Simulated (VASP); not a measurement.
# Si (Fm-3m) in VASP: single point with LDA

Aim: the single point of Si with LDA.

Program: VASP 6.6.1. These are calculated values, not measurements. Logs are shortened: lines on timing, memory, paths and dates and some standing lists are left out, and cuts for length are marked.

## Step 1: The cell of the first run

It takes space group Fm-3m (No. 225, cubic). Conventional cell: a = 3.812 Å, b = 3.812 Å, c = 3.812 Å, α = 90.00°, β = 90.00°, γ = 90.00°. Si (site symmetry m-3m) has 12 Si at 2.70 Å within 3.6 Å.

## Step 2: Single point, LDA

Input file INCAR:

```
ALGO = Normal ; EDIFF = 1E-7
ENCUT = 520 ; GGA = CA
ISIF = 2 ; ISMEAR = -1
LASPH = T ; LCHARG = F
LREAL = F ; LWAVE = F
NBANDS = 8 ; NELM = 80
PREC = Accurate ; SIGMA = 0.13605693000000002
```

Input file KPOINTS:

```
k-points
0
Gamma
  15 15 15
```

Input file POSCAR:

```
Si
1.0
    0.0000000000      1.9060747398      1.9060747398
    1.9060747398      0.0000000000      1.9060747398
    1.9060747398      1.9060747398      0.0000000000
Si
1
Direct
    0.0000000000      0.0000000000      0.0000000000
```

Potentials or basis: VASP PAW LDA potentials, release 64 (Si).

On the command line:

```sh
$ cat potpaw_LDA.64/Si/POTCAR > POTCAR
$ mpirun -np 1 vasp_std > vasp.out
```

OUTCAR:

```text
EDIFF = 1E-7
   ENCUT = 520
   GGA = CA
   ISIF = 2
   ISMEAR = -1
   LASPH = T
   LREAL = F
   NELM = 80
   PREC = Accurate

 ion  position               nearest neighbor table
   1  0.000  0.000  0.000-

  LATTYP: Found a face centered cubic cell.
 ALAT       =     3.8121494796

  Lattice vectors:

 A1 = (   0.0000000000,   1.9060747398,   1.9060747398)
 A2 = (   1.9060747398,   0.0000000000,   1.9060747398)
 A3 = (   1.9060747398,   1.9060747398,   0.0000000000)

Analysis of symmetry for initial positions (statically):
=====================================================================
 Subroutine PRICEL returns:
 Original cell was already a primitive cell.

 Routine SETGRP: Setting up the symmetry group for a
 face centered cubic supercell.

 Subroutine GETGRP returns: Found 48 space group operations
 (whereof 48 operations were pure point group operations)
 out of a pool of 48 trial point group operations.

The static configuration has the point symmetry O_h .

Analysis of symmetry for dynamics (positions and initial velocities):
=====================================================================
 Subroutine PRICEL returns:
 Original cell was already a primitive cell.

 Routine SETGRP: Setting up the symmetry group for a
 face centered cubic supercell.

 Subroutine GETGRP returns: Found 48 space group operations
 (whereof 48 operations were pure point group operations)
 out of a pool of 48 trial point group operations.

The dynamic configuration has the point symmetry O_h .

 Subroutine INISYM returns: Found 48 space group operations
 (whereof 48 operations are pure point group operations),
 and found     1 'primitive' translations

----------------------------------------------------------------------------------------

                                     Primitive cell

  volume of cell :      13.8500

  direct lattice vectors                    reciprocal lattice vectors
     0.000000000  1.906074740  1.906074740    -0.262319200  0.262319200  0.262319200
     1.906074740  0.000000000  1.906074740     0.262319200 -0.262319200  0.262319200
     1.906074740  1.906074740  0.000000000     0.262319200  0.262319200 -0.262319200

  length of vectors
     2.695596748  2.695596748  2.695596748     0.454350181  0.454350181  0.454350181

  position of ions in fractional coordinates (direct lattice)
     0.000000000  0.000000000  0.000000000

  ion indices of the primitive-cell ions
   primitive index   ion index
                 1           1

----------------------------------------------------------------------------------------

 KPOINTS: k-points

Automatic generation of k-mesh.
 Grid dimensions read from file:
 generate k-points for:   15   15   15

 Generating k-lattice:

  Cartesian coordinates                     Fractional coordinates (reciprocal lattice)
    -0.017487947  0.017487947  0.017487947     0.066666667  0.000000000  0.000000000
     0.017487947 -0.017487947  0.017487947     0.000000000  0.066666667  0.000000000
     0.017487947  0.017487947 -0.017487947     0.000000000  0.000000000  0.066666667

  Length of vectors
     0.030290012  0.030290012  0.030290012

  Shift w.r.t. Gamma in fractional coordinates (k-lattice)
     0.000000000  0.000000000  0.000000000

 Subroutine IBZKPT returns following result:
 ===========================================

 Found    120 irreducible k-points:

 Following reciprocal coordinates:
            Coordinates               Weight
  0.000000  0.000000  0.000000      1.000000
  0.066667  0.000000  0.000000      8.000000
  0.133333  0.000000  0.000000      8.000000
  0.200000  0.000000  0.000000      8.000000
  0.266667  0.000000  0.000000      8.000000
  0.333333  0.000000  0.000000      8.000000
[... 16 lines left out ...]
  0.133333  0.133333  0.000000      6.000000
  0.200000  0.133333  0.000000     24.000000
 [... further k-points ...]
   k-points           NKPTS =    120   k-points in BZ     NKDIM =    120   number of bands    NBANDS=      8
   number of dos      NEDOS =    301   number of ions     NIONS =      1
   total plane-waves  NPLWV =   8000
   dimension x,y,z NGX =    20 NGY =   20 NGZ =   20
   dimension x,y,z NGXF=    40 NGYF=   40 NGZF=   40
   ions per type =               1
   NGX,Y,Z   is equivalent  to a cutoff of  12.33, 12.33, 12.33 a.u.
   NGXF,Y,Z  is equivalent  to a cutoff of  24.67, 24.67, 24.67 a.u.
 SYSTEM =  unknown system
   PREC   = accura    normal or accurate (medium, high low for compatibility)
   ISTART =      0    job   : 0-new  1-cont  2-samecut
   ICHARG =      2    charge: 1-file 2-atom 10-const
   ISPIN  =      1    spin polarized calculation?
   LNONCOLLINEAR =      F non collinear calculations
   LSORBIT =      F    spin-orbit coupling
   LASPH  =      T    aspherical Exc in radial PAW
   ENCUT  =  520.0 eV  38.22 Ry    6.18 a.u.   5.01  5.01  5.01*2*pi/ulx,y,z
   NELM   =     80;   NELMIN=  2; NELMDL= -5     # of ELM steps
   EDIFF  = 0.1E-06   stopping-criterion for ELM
   LREAL  =      F    real-space projection
   EDIFFG = 0.1E-05   stopping-criterion for IOM
   NSW    =      0    number of steps for IOM
   IBRION =     -1    ionic relax: 0-MD 1-quasi-New 2-CG
   NFREE  =      0    steps in history (QN), initial steepest desc. (CG)
   ISIF   =      2    stress and relaxation
   ISYM   =      2    0-nonsym 1-usesym 2-fastsym
   POTIM  = 0.5000    time-step for ionic-motion
   TEBEG  =    0.0;   TEEND  =   0.0 temperature during run
   PSTRESS=    0.0 pullay stress
   NELECT =       4.0000    total number of electrons
   NUPDOWN=      -1.0000    fix difference up-down
   EMIN   =  10.00;   EMAX   =-10.00  energy-range for DOS
   EFERMI =   0.00;   METHOD = LEGACY
   ISMEAR =    -1;   SIGMA  =   0.14  broadening in eV -4-tet -1-fermi 0-gaus
   EFERMI_NEDOS =   21; number of points for ismear=-14 and -15
   IALGO  =     38    algorithm
   IMIX   =      4    mixing-type and parameters
     AMIX     =   0.40;   BMIX     =  1.00
     AMIX_MAG =   1.60;   BMIX_MAG =  1.00
  volume/ion in A,a.u.               =      13.85        93.46
  Fermi-wavevector in a.u.,A,eV,Ry     =   1.082127  2.044924 15.932407  1.170999
  Thomas-Fermi vector in A             =   2.218161
   LORBIT       =      0    0 simple, 1 ext, 2 COOP (PROOUT), +10 PAW based schemes
   GGA     = CA    functional components
   LHFCALC =     F    Hartree Fock is set to
   AEXX    =    0.0000 exact exchange contribution
   IVDW    =     0    specifies the selected vdW correction
   LEPSILON=     F    determine dielectric tensor
   LRPA    =     F    only Hartree local field effects (RPA)
 non-spin polarized calculation
  energy-cutoff  :      520.00
  volume of cell :       13.85
 maximum number of plane-waves:       384
   NGX =  9   NGY =  9   NGZ =  9

 number of electron       4.0000000 magnetization

 Free energy of the ion-electron system (eV)
  ---------------------------------------------------
  ext. energy  EPLUGINS =         0.00000000
  ---------------------------------------------------
  free energy    TOTEN  =        -5.52047963 eV

  energy without entropy =       -5.49374605  energy(sigma->0) =       -5.50711284

 E-fermi :  10.7263     XC(G=0): -11.4421

 val. band max:       10.7107111580   @ k =  -0.4667   0.3333   0.0667
 cond. band min:      10.7711949134   @ k =   0.4667   0.3333   0.0000
 fundamental gap:      0.0604837554
 Fermi energy:        10.7263127308

 k-point     1 :       0.0000    0.0000    0.0000
  band No.  band energies     occupation
      1      -4.0827      2.00000
      2      22.2175      0.00000
      3      22.2175      0.00000
      4      22.2175      0.00000
      5      22.8017      0.00000
      6      22.8017      0.00000
      7      22.8017      0.00000
      8      28.4098      0.00000

 k-point     2 :       0.0667    0.0000    0.0000
  band No.  band energies     occupation
      1      -3.9498      2.00000
      2      19.9301      0.00000
      3      21.4643      0.00000
      4      21.4643      0.00000
      5      23.7181      0.00000
      6      23.7181      0.00000
      7      23.9812      0.00000
      8      29.1434      0.00000

 k-point     3 :       0.1333    0.0000    0.0000
  band No.  band energies     occupation
      1      -3.5514      2.00000
      2      17.0357      0.00000
      3      20.6784      0.00000
      4      20.6784      0.00000
      5      24.3042      0.00000
      6      24.8435      0.00000
      7      24.8435      0.00000
      8      28.1080      0.00000

 k-point     4 :       0.2000    0.0000    0.0000
  band No.  band energies     occupation
      1      -2.8894      2.00000
      2      14.1448      0.00000
      3      20.0920      0.00000
      4      20.0920      0.00000
      5      24.2514      0.00000
      6      25.0551      0.00000
      7      25.0551      0.00000
      8      28.1056      0.00000

 k-point     5 :       0.2667    0.0000    0.0000
  band No.  band energies     occupation
      1      -1.9665      2.00000
      2      11.3830      0.01590
      3      19.7121      0.00000
      4      19.7121      0.00000
      5      24.1282      0.00000
      6      24.1282      0.00000
      7      24.1662      0.00000
      8      29.5587      0.00000
[... 177 lines left out ...]
 k-point    22 :      -0.0667    0.0667    0.0000
  band No.  band energies     occupation
      1      -3.7284      2.00000
      2      18.8842      0.00000
      3      19.1994      0.00000
      4      22.3030      0.00000
      5      23.1441      0.00000
      6      24.4318      0.00000
      7      25.2889      0.00000
      8      27.7691      0.00000

 k-point    23 :       0.1333    0.1333    0.0000
  band No.  band energies     occupation
      1      -3.3746      2.00000
      2      18.6291      0.00000
      3      18.6291      0.00000
      4      20.1957      0.00000
      5      20.7544      0.00000
      6      24.7005      0.00000
      7      27.2353      0.00000
      8      27.2353      0.00000

 k-point    24 :       0.2000    0.1333    0.0000
  band No.  band energies     occupation
      1      -2.8892      2.00000
      2      16.3783      0.00000
      3      17.9082      0.00000
      4      19.7873      0.00000
      5      20.8864      0.00000
      6      23.3747      0.00000
      7      27.9738      0.00000
      8      28.2042      0.00000

 [... further k-points ...]
[... 5 lines left out ...]
  --------------------------------------------------------------------------------------
  -------------------------------------------------------------------------------------
  Total        0.0409710      0.0409710      0.0409710      0.0000000      0.0000000      0.0000000
  in kB        4.7395555      4.7395555      4.7395555      0.0000000      0.0000000      0.0000000
  external PRESSURE =       4.7395555 kB  Pullay stress =       0.0000000 kB

 VOLUME and BASIS-vectors are now :
 -----------------------------------------------------------------------------
  energy-cutoff  :      520.00
  volume of cell :       13.85
      direct lattice vectors                 reciprocal lattice vectors
     0.000000000  1.906074740  1.906074740    -0.262319200  0.262319200  0.262319200
     1.906074740  0.000000000  1.906074740     0.262319200 -0.262319200  0.262319200
     1.906074740  1.906074740  0.000000000     0.262319200  0.262319200 -0.262319200

 POSITION                                       TOTAL-FORCE (eV/Angst)
 -----------------------------------------------------------------------------------
      0.00000      0.00000      0.00000        -0.000000      0.000000      0.000000
 -----------------------------------------------------------------------------------
    total drift:                                0.000000      0.000000     -0.000000

  FREE ENERGIE OF THE ION-ELECTRON SYSTEM (eV)
  ---------------------------------------------------
  free  energy   TOTEN  =        -5.5204796313 eV

  energy  without entropy=       -5.4937460477  energy(sigma->0) =       -5.50711284
```

Wall time 6.7 s (1 thread of Intel Xeon 6975P-C, shared host); peak memory 0.12 GiB.

Results:

```
Free energy            : -5.5205 eV
Pressure               : 0.5 GPa
Band gap on the k mesh : zero (band 2 reaches 22.22 eV, above the bottom of band 3 at 7.73 eV)
```
